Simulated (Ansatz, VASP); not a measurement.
One calculation of SrO, two programs

```
Sr O
1.0
     0.00000    2.60407    2.60407
     2.60407    0.00000    2.60407
     2.60407    2.60407    0.00000
Sr O
1 1
Direct
  0.50000 0.50000 0.50000
  0.00000 0.00000 0.00000
```

Alike in both runs: task single point; functional r2SCAN; dispersion rVV10; k mesh 8 × 8 × 8; occupations gaussian, width 0.05 eV; no spin polarisation.

|  | VASP | Ansatz |
| --- | --- | --- |
| version | VASP 6.6.1 | Ansatz 0.2.0 |
| potentials or method | VASP PAW PBE potentials, release 64 (Sr_sv, O), cutoff 520 eV | scalar-relativistic, plane waves, PAW |
| valence electrons in the cell | 16 | 16 |

Ansatz gave:

- gap on the k mesh at the Fermi level (eV): 3.76
- least direct gap on the mesh (eV): 3.86
- pressure (GPa): -3.5

Task: Which values does VASP return?

Result: gap on the k mesh at the Fermi level (eV): 3.71; least direct gap on the mesh (eV): 3.82; pressure (GPa): -2.9.

VASP's potentials were made for PBE, not for r2SCAN.
